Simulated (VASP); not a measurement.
# HfO2 (Fm-3m) in VASP: single point with PBE-based screened hybrid

Aim: the single point of HfO2 with PBE-based screened hybrid.

Program: VASP 6.6.1. These are calculated values, not measurements. Logs are shortened: lines on timing, memory, paths and dates and some standing lists are left out, and cuts for length are marked.

**1. The cell of the first run**

It takes space group Fm-3m (No. 225, cubic). The conventional cell has a = 5.058 Å, b = 5.058 Å, c = 5.058 Å, α = 90.00°, β = 90.00°, γ = 90.00°. Within 2.9 Å of Hf (site symmetry m-3m) lie 8 O at 2.19 Å. Within 2.9 Å of O (site symmetry -43m) lie 4 Hf at 2.19 Å and 6 O at 2.53 Å.

**2. Single point, PBE-based screened hybrid**

File POSCAR:

```
HfO2
1.0
    0.0000000000      2.5291823194      2.5291823194
    2.5291823194      0.0000000000      2.5291823194
    2.5291823194      2.5291823194      0.0000000000
Hf O
1 2
Direct
    0.0000000000      0.0000000000      0.0000000000
    0.2500000000      0.2500000000      0.2500000000
    0.7500000000      0.7500000000      0.7500000000
```

File INCAR.step1:

```
PREC = Accurate ; ENCUT = 520
EDIFF = 1E-5 ; ISMEAR = 0
SIGMA = 0.01 ; LREAL = F
LASPH = T ; NELM = 60
ALGO = Normal ; ISIF = 2
LWAVE = T ; GGA = PE
NBANDS = 18
```

File INCAR.step2:

```
PREC = Accurate ; ENCUT = 520
EDIFF = 1E-6 ; ISMEAR = 0
SIGMA = 0.01 ; LREAL = F
LASPH = T ; NELM = 60
ALGO = Normal ; ISIF = 2
LWAVE = F ; LCHARG = T
GGA = PE ; LHFCALC = T
AEXX = 0.35 ; HFSCREEN = 0.2078
PRECFOCK = Normal ; LELF = T
LVHAR = T ; ISTART = 1
NBANDS = 18
```

File KPOINTS:

```
Automatic mesh
0
Gamma
  4 4 4
```

Potentials or basis: VASP PAW PBE potentials, release 64 (Hf_pv, O).

Launch:

```
cat potpaw_PBE.64/Hf_pv/POTCAR potpaw_PBE.64/O/POTCAR > POTCAR
cp INCAR.step1 INCAR
mpirun -np 1 vasp_std > vasp.out
cp INCAR.step2 INCAR
mpirun -np 1 vasp_std > vasp.out
```

OUTCAR:

```text
PREC = Accurate
   ENCUT = 520
   EDIFF = 1E-6
   ISMEAR = 0
   LREAL = F
   LASPH = T
   NELM = 60
   ISIF = 2
   GGA = PE
   LHFCALC = T
   AEXX = 0.35
   HFSCREEN = 0.2078
   PRECFOCK = Normal
   ISTART = 1

 ion  position               nearest neighbor table
   1  0.000  0.000  0.000-   3 2.19   3 2.19   3 2.19   2 2.19   2 2.19   2 2.19   3 2.19   2 2.19

   2  0.250  0.250  0.250-   1 2.19   1 2.19   1 2.19   1 2.19
   3  0.750  0.750  0.750-   1 2.19   1 2.19   1 2.19   1 2.19

  LATTYP: Found a face centered cubic cell.
 ALAT       =     5.0583646388

  Lattice vectors:

 A1 = (   0.0000000000,   2.5291823194,   2.5291823194)
 A2 = (   2.5291823194,   0.0000000000,   2.5291823194)
 A3 = (   2.5291823194,   2.5291823194,   0.0000000000)

Analysis of symmetry for initial positions (statically):
=====================================================================
 Subroutine PRICEL returns:
 Original cell was already a primitive cell.

 Routine SETGRP: Setting up the symmetry group for a
 face centered cubic supercell.

 Subroutine GETGRP returns: Found 48 space group operations
 (whereof 48 operations were pure point group operations)
 out of a pool of 48 trial point group operations.

The static configuration has the point symmetry O_h .

Analysis of symmetry for dynamics (positions and initial velocities):
=====================================================================
 Subroutine PRICEL returns:
 Original cell was already a primitive cell.

 Routine SETGRP: Setting up the symmetry group for a
 face centered cubic supercell.

 Subroutine GETGRP returns: Found 48 space group operations
 (whereof 48 operations were pure point group operations)
 out of a pool of 48 trial point group operations.

The dynamic configuration has the point symmetry O_h .

 Subroutine INISYM returns: Found 48 space group operations
 (whereof 48 operations are pure point group operations),
 and found     1 'primitive' translations

----------------------------------------------------------------------------------------

                                     Primitive cell

  volume of cell :      32.3572

  direct lattice vectors                    reciprocal lattice vectors
     0.000000000  2.529182319  2.529182319    -0.197692351  0.197692351  0.197692351
     2.529182319  0.000000000  2.529182319     0.197692351 -0.197692351  0.197692351
     2.529182319  2.529182319  0.000000000     0.197692351  0.197692351 -0.197692351

  length of vectors
     3.576803938  3.576803938  3.576803938     0.342413197  0.342413197  0.342413197

  position of ions in fractional coordinates (direct lattice)
     0.000000000  0.000000000  0.000000000
     0.250000000  0.250000000  0.250000000
     0.750000000  0.750000000  0.750000000

  ion indices of the primitive-cell ions
   primitive index   ion index
                 1           1
                 2           2
                 3           3

----------------------------------------------------------------------------------------

 KPOINTS: Automatic mesh

Automatic generation of k-mesh.
 Grid dimensions read from file:
 generate k-points for:    4    4    4

 Generating k-lattice:

  Cartesian coordinates                     Fractional coordinates (reciprocal lattice)
    -0.049423088  0.049423088  0.049423088     0.250000000  0.000000000  0.000000000
     0.049423088 -0.049423088  0.049423088     0.000000000  0.250000000  0.000000000
     0.049423088  0.049423088 -0.049423088     0.000000000  0.000000000  0.250000000

  Length of vectors
     0.085603299  0.085603299  0.085603299

  Shift w.r.t. Gamma in fractional coordinates (k-lattice)
     0.000000000  0.000000000  0.000000000

 Subroutine IBZKPT returns following result:
 ===========================================

 Found      8 irreducible k-points:

 Following reciprocal coordinates:
            Coordinates               Weight
  0.000000  0.000000  0.000000      1.000000
  0.250000  0.000000  0.000000      8.000000
  0.500000  0.000000  0.000000      4.000000
  0.250000  0.250000  0.000000      6.000000
  0.500000  0.250000  0.000000     24.000000
 -0.250000  0.250000  0.000000     12.000000
  0.500000  0.500000  0.000000      3.000000
 -0.250000  0.500000  0.250000      6.000000
   k-points           NKPTS =      8   k-points in BZ     NKDIM =     64   number of bands    NBANDS=     18
   number of dos      NEDOS =    301   number of ions     NIONS =      3
   total plane-waves  NPLWV =  21952
   dimension x,y,z NGX =    28 NGY =   28 NGZ =   28
   dimension x,y,z NGXF=    56 NGYF=   56 NGZF=   56
   ions per type =               1   2
   NGX,Y,Z   is equivalent  to a cutoff of  13.01, 13.01, 13.01 a.u.
   NGXF,Y,Z  is equivalent  to a cutoff of  26.03, 26.03, 26.03 a.u.
 SYSTEM =  unknown system
   PREC   = accura    normal or accurate (medium, high low for compatibility)
   ISTART =      1    job   : 0-new  1-cont  2-samecut
   ICHARG =      0    charge: 1-file 2-atom 10-const
   ISPIN  =      1    spin polarized calculation?
   LNONCOLLINEAR =      F non collinear calculations
   LSORBIT =      F    spin-orbit coupling
   LASPH  =      T    aspherical Exc in radial PAW
   ENCUT  =  520.0 eV  38.22 Ry    6.18 a.u.   6.65  6.65  6.65*2*pi/ulx,y,z
   NELM   =     60;   NELMIN=  2; NELMDL=  0     # of ELM steps
   EDIFF  = 0.1E-05   stopping-criterion for ELM
   LREAL  =      F    real-space projection
   EDIFFG = 0.1E-04   stopping-criterion for IOM
   NSW    =      0    number of steps for IOM
   IBRION =     -1    ionic relax: 0-MD 1-quasi-New 2-CG
   NFREE  =      0    steps in history (QN), initial steepest desc. (CG)
   ISIF   =      2    stress and relaxation
   ISYM   =      3    0-nonsym 1-usesym 2-fastsym
   POTIM  = 0.5000    time-step for ionic-motion
   TEBEG  =    0.0;   TEEND  =   0.0 temperature during run
   PSTRESS=    0.0 pullay stress
   NELECT =      22.0000    total number of electrons
   NUPDOWN=      -1.0000    fix difference up-down
   EMIN   =  10.00;   EMAX   =-10.00  energy-range for DOS
   EFERMI =   0.00;   METHOD = LEGACY
   ISMEAR =     0;   SIGMA  =   0.01  broadening in eV -4-tet -1-fermi 0-gaus
   EFERMI_NEDOS =   21; number of points for ismear=-14 and -15
   IALGO  =     38    algorithm
   IMIX   =      1    mixing-type and parameters
     AMIX     =   0.40;   BMIX     =  1.00
     AMIX_MAG =   1.60;   BMIX_MAG =  1.00
  volume/ion in A,a.u.               =      10.79        72.79
  Fermi-wavevector in a.u.,A,eV,Ry     =   1.439546  2.720348 28.195259  2.072293
  Thomas-Fermi vector in A             =   2.558390
   LORBIT       =      0    0 simple, 1 ext, 2 COOP (PROOUT), +10 PAW based schemes
   GGA     = PE    functional components
   LHFCALC =     T    Hartree Fock is set to
   PRECFOCK=normal    Normal, Fast or Accurate (Low or Medium for compatibility)
   ENCUT4O =  -1.0   cutoff for four orbital integrals eV
   NKREDX  =     1    reduce k-point grid by
   NKREDY  =     1    reduce k-point grid by
   NKREDZ  =     1    reduce k-point grid by
   AEXX    =    0.3500 exact exchange contribution
   HFSCREEN=    0.2078 screening length (either q_TF or 0.3 A-1)
   HFSCREENC=   0.2078 screening length for correlation (either q_TF or 0.3 A-1)
   ENCUTFOCK=  -1.0 apply spherical cutoff to Coloumb kernel
   IVDW    =     0    specifies the selected vdW correction
   LEPSILON=     F    determine dielectric tensor
   LRPA    =     F    only Hartree local field effects (RPA)
 non-spin polarized calculation
 Gauss-broadening in eV      SIGMA  =   0.01
  energy-cutoff  :      520.00
  volume of cell :       32.36
 maximum number of plane-waves:       893
 NGX is ok and might be reduce to    28
  NGX = 20; NGY = 20; NGZ = 20

 number of electron      21.9999992 magnetization

 Free energy of the ion-electron system (eV)
  ---------------------------------------------------
  ext. energy  EPLUGINS =         0.00000000
  ---------------------------------------------------
  free energy    TOTEN  =       -38.72435645 eV

  energy without entropy =      -38.72435645  energy(sigma->0) =      -38.72435645

 E-fermi :   2.8975     XC(G=0):  -8.8675

 val. band max:        2.8523152672   @ k =   0.5000   0.5000   0.0000
 cond. band min:       8.8635597230   @ k =   0.5000   0.5000   0.0000
 fundamental gap:      6.0112444558
 Fermi energy:         2.8975221969

 k-point     1 :       0.0000    0.0000    0.0000
  band No.  band energies     occupation
      1     -28.8894      2.00000
      2     -28.8894      2.00000
      3     -28.8894      2.00000
      4     -18.3193      2.00000
      5     -15.0161      2.00000
      6      -3.1389      2.00000
[... 10 lines left out ...]
     17      16.1254      0.00000
     18      19.3491      0.00000

 k-point     2 :       0.2500    0.0000    0.0000
  band No.  band energies     occupation
      1     -29.1884      2.00000
      2     -28.9233      2.00000
      3     -28.9233      2.00000
      4     -17.5233      2.00000
      5     -15.5676      2.00000
      6      -2.5453      2.00000
[... 10 lines left out ...]
     17      15.2446      0.00000
     18      18.2500      0.00000

 k-point     3 :       0.5000    0.0000    0.0000
  band No.  band energies     occupation
      1     -29.4603      2.00000
      2     -28.9570      2.00000
      3     -28.9570      2.00000
      4     -16.9878      2.00000
      5     -15.6984      2.00000
      6      -1.9327      2.00000
[... 10 lines left out ...]
     17      14.9596      0.00000
     18      18.4065      0.00000

 k-point     4 :       0.2500    0.2500    0.0000
  band No.  band energies     occupation
      1     -29.2096      2.00000
      2     -28.9726      2.00000
      3     -28.9726      2.00000
      4     -17.1737      2.00000
      5     -15.7994      2.00000
      6      -2.3980      2.00000
[... 10 lines left out ...]
     17      14.5998      0.00000
     18      19.0993      0.00000

 k-point     5 :       0.5000    0.2500    0.0000
  band No.  band energies     occupation
      1     -29.3829      2.00000
      2     -29.1094      2.00000
      3     -29.0059      2.00000
      4     -16.4767      2.00000
      5     -16.0165      2.00000
      6      -2.9880      2.00000
[... 10 lines left out ...]
     17      16.5990      0.00000
     18      19.2709      0.00000

 k-point     6 :      -0.2500    0.2500    0.0000
  band No.  band energies     occupation
      1     -29.3017      2.00000
      2     -29.1286      2.00000
      3     -28.9569      2.00000
      4     -16.6936      2.00000
      5     -15.9762      2.00000
      6      -2.6779      2.00000
[... 10 lines left out ...]
     17      16.4215      0.00000
     18      18.8321      0.00000

 k-point     7 :       0.5000    0.5000    0.0000
  band No.  band energies     occupation
      1     -29.4928      2.00000
      2     -29.0542      2.00000
      3     -29.0542      2.00000
      4     -16.4360      2.00000
      5     -15.8618      2.00000
      6      -4.3155      2.00000
[... 10 lines left out ...]
     17      18.7130      0.00000
     18      19.3371      0.00000

 k-point     8 :      -0.2500    0.5000    0.2500
  band No.  band energies     occupation
      1     -29.2796      2.00000
      2     -29.2796      2.00000
      3     -29.0563      2.00000
      4     -16.1405      2.00000
      5     -16.1405      2.00000
      6      -3.0725      2.00000
[... 10 lines left out ...]
     17      18.3012      0.00000
     18      19.3244      0.00000

------------------------ aborting loop because EDIFF is reached ----------------------------------------

  FORCE on cell =-STRESS in cart. coord.  units (eV):
  Direction    XX          YY          ZZ          XY          YZ          ZX
  --------------------------------------------------------------------------------------
  -------------------------------------------------------------------------------------
  Total       -1.6402374     -1.6402374     -1.6402374     -0.0000000      0.0000000     -0.0000000
  in kB      -81.2169902    -81.2169902    -81.2169902     -0.0000000      0.0000000     -0.0000000
  external PRESSURE =     -81.2169902 kB  Pullay stress =       0.0000000 kB

 VOLUME and BASIS-vectors are now :
 -----------------------------------------------------------------------------
  energy-cutoff  :      520.00
  volume of cell :       32.36
      direct lattice vectors                 reciprocal lattice vectors
     0.000000000  2.529182319  2.529182319    -0.197692351  0.197692351  0.197692351
     2.529182319  0.000000000  2.529182319     0.197692351 -0.197692351  0.197692351
     2.529182319  2.529182319  0.000000000     0.197692351  0.197692351 -0.197692351

 POSITION                                       TOTAL-FORCE (eV/Angst)
 -----------------------------------------------------------------------------------
      0.00000      0.00000      0.00000        -0.000000      0.000000      0.000000
      1.26459      1.26459      1.26459         0.000000      0.000000      0.000000
      3.79377      3.79377      3.79377        -0.000000     -0.000000     -0.000000
 -----------------------------------------------------------------------------------
    total drift:                                0.000000      0.000000      0.000000

  FREE ENERGIE OF THE ION-ELECTRON SYSTEM (eV)
  ---------------------------------------------------
  free  energy   TOTEN  =       -38.7243564511 eV

  energy  without entropy=      -38.7243564511  energy(sigma->0) =      -38.72435645
```

Wall time 4.2 min (1 thread of Intel Xeon Platinum 8488C (Sapphire Rapids), shared host); peak memory 0.26 GiB.

Results:

* Free energy: -38.7244 eV
* Pressure: -8.1 GPa
* Band gap on the k mesh: 6.01 eV, direct

Levels at points of the mesh, in eV from the valence-band top:
```csv
k point,band 8,band 9,band 10,band 11,band 12,band 13,band 14,band 15
"(0.00, 0.00, 0.00)",-5.99,-0.70,-0.70,-0.70,6.16,6.16,8.13,13.27
"(0.50, 0.00, 0.00)",-3.40,-3.05,-2.10,-2.10,6.96,6.96,9.45,11.39
"(0.50, 0.50, 0.00)",-3.94,-1.70,-1.70,0.00,6.01,8.04,9.06,10.68
```

Caveat: the k points lie up to 0.54 Å⁻¹ apart; the PAW data sets were made with another functional, which shifts forces and pressure a little; spin-orbit coupling is left out, which moves the levels of the heavy elements. A k mesh can miss the band edges.
